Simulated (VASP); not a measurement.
Input of a VASP 6.6.1 run:

File INCAR:

```
ALGO     = Normal         # electronic algorithm
EDIFF    = 1E-7           # SCF threshold, eV
EDIFFG   = -0.01          # ionic threshold
ENCUT    = 600            # plane-wave cutoff, eV
GGA      = CA             # functional
IBRION   = 2              # ionic algorithm
ISIF     = 3              # what is computed and relaxed
ISMEAR   = -1             # smearing method
LASPH    = T              # aspherical terms in the spheres
LCHARG   = F              # write CHGCAR
LREAL    = F              # projectors in reciprocal space
LWAVE    = F              # write WAVECAR
NELM     = 60             # most SCF steps
NSW      = 80             # ionic steps
PREC     = Accurate       # precision mode
SIGMA    = 0.1            # smearing width, eV
```

Contents of KPOINTS:

```
k-points
0
Gamma
  15 15 15
```

POSCAR

```
V
1.0
   -1.5120000000      1.5120000000      1.5120000000
    1.5120000000     -1.5120000000      1.5120000000
    1.5120000000      1.5120000000     -1.5120000000
V
1
Direct
    0.0000000000      0.0000000000      0.0000000000
```

Potentials or basis: VASP PAW LDA potentials, release 64 (V_sv).

The run is started by

```bash
$ cat potpaw_LDA.64/V_sv/POTCAR > POTCAR
$ mpirun -np 1 vasp_std > vasp.out
```

Problem. What does it give for the relaxed cell?

Solution. a = 2.537 Å, b = 2.537 Å, c = 2.537 Å, α = 109.47°, β = 109.47°, γ = 109.47°.

Problem. Estimate the relaxed volume.

Solution. 12.57 Å³/atom.

Step by step:
```tsv
step	energy change (eV)	largest force (eV/Å)	pressure (GPa)	volume (Å³)
1	0.0000	0.0000	-16.61	13.83
2	0.0570	0.0000	31.68	11.15
3	-0.0702	0.0000	-0.59	12.61
4	-0.0703	0.0000	-0.05	12.57
```

LDA usually gives volumes a few per cent too small. Zero-point motion and thermal expansion aren't in these numbers.
